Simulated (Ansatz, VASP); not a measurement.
InSb in VASP and in Ansatz

Contents of INCAR:

```
SYSTEM = InSb
PREC = Accurate ; ENCUT = 520
EDIFF = 1E-6 ; ISMEAR = 0
SIGMA = 0.15 ; LREAL = .False.
LASPH = .True. ; NELM = 60
ALGO = Normal ; ISIF = 2
LWAVE = .False. ; LCHARG = .False.
GGA = PS ; NBANDS = 16
```

The input KPOINTS:

```
Automatic mesh
0
Gamma
  12 12 12
  0 0 0
```

POSCAR

```
InSb
1.0
    0.0000000000      3.2876865000      3.1419270000
    3.2876865000      0.0000000000      3.1419270000
    3.2876865000      3.2876865000      0.0000000000
In Sb
1 1
Direct
    0.0000000000      0.0000000000      0.0000000000
    0.7500000000      0.7500000000      0.7500000000
```

Input for Ansatz:

```yaml
crystal:
  lattice:
    - [0.0, 3.2876865, 3.141927]
    - [3.2876865, 0.0, 3.141927]
    - [3.2876865, 3.2876865, 0.0]
  atoms:
    - { symbol: In, position: [0.0, 0.0, 0.0] }
    - { symbol: Sb, position: [0.75, 0.75, 0.75] }
basis:
  ecutwfc: 420
kpoints:
  mp_grid: { grid: [12, 12, 12] }
hamiltonian:
  xc: pbesol
scf:
  occupations: { method: gaussian, width: 0.15 }
output:
  forces: true
  stress: true
  eigenvalues: true
```

Change from the starting cell: strain +0.015 along x and y, -0.030 along z, atoms carried along.

Alike in both runs: task single point; functional PBEsol; k mesh 12 × 12 × 12; occupations gaussian, width 0.15 eV; no spin polarisation.

|  | VASP | Ansatz |
| --- | --- | --- |
| version | VASP 6.6.1 | Ansatz 0.2.0 |
| potentials or method | VASP PAW PBE potentials, release 64 (In_d, Sb), cutoff 520 eV | scalar-relativistic, plane waves, PAW |
| valence electrons in the cell | 18 | 28 |

|  | VASP | Ansatz | Ansatz less VASP |
| --- | --- | --- | --- |
| pressure (GPa) | 0.9 | 0.8 | -0.02 |
| traceless stress, the component that is largest in VASP (GPa) | 0.76 | 0.76 | -0.001 |

VASP's potentials were made for PBE, not for PBEsol. VASP's potentials hold 18 valence electrons a cell and Ansatz's 28, so a difference there can come from the potentials and not from the codes.

Neither program's run includes spin-orbit coupling.
